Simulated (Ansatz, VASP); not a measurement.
# ZnS: VASP beside Ansatz

```xyz
4
Lattice="3.8065 0.0000 0.0000 -1.9033 3.2965 0.0000 0.0000 0.0000 6.1824" Properties=species:S:1:pos:R:3 pbc="T T T"
Zn    0.0000    2.1977    0.0021
Zn    1.9033    1.0988    3.0933
S     0.0000    2.1977    2.3163
S     1.9033    1.0988    5.4074
```

Change from the starting cell: strain along c alone, the other axes held, atoms relaxed: -1.0 %.

Alike in both runs: task relaxation of the atoms; functional r2SCAN; k mesh 6 × 6 × 4; occupations gaussian, width 0.02 eV; no spin polarisation.

|  | VASP | Ansatz |
| --- | --- | --- |
| version | VASP 6.6.1 | Ansatz 0.2.0 |
| potentials or method | VASP PAW PBE potentials, release 64 (Zn, S), cutoff 520 eV | scalar-relativistic, plane waves, PAW |
| valence electrons in the cell | 36 | 36 |

|  | VASP | Ansatz | Ansatz less VASP |
| --- | --- | --- | --- |
| gap on the k mesh at the Fermi level, each at its own relaxed structure (eV) | 2.87 | 2.85 | -0.011 |

VASP's potentials were made for PBE, not for r2SCAN. Ansatz's warnings: stress scf threshold loose.
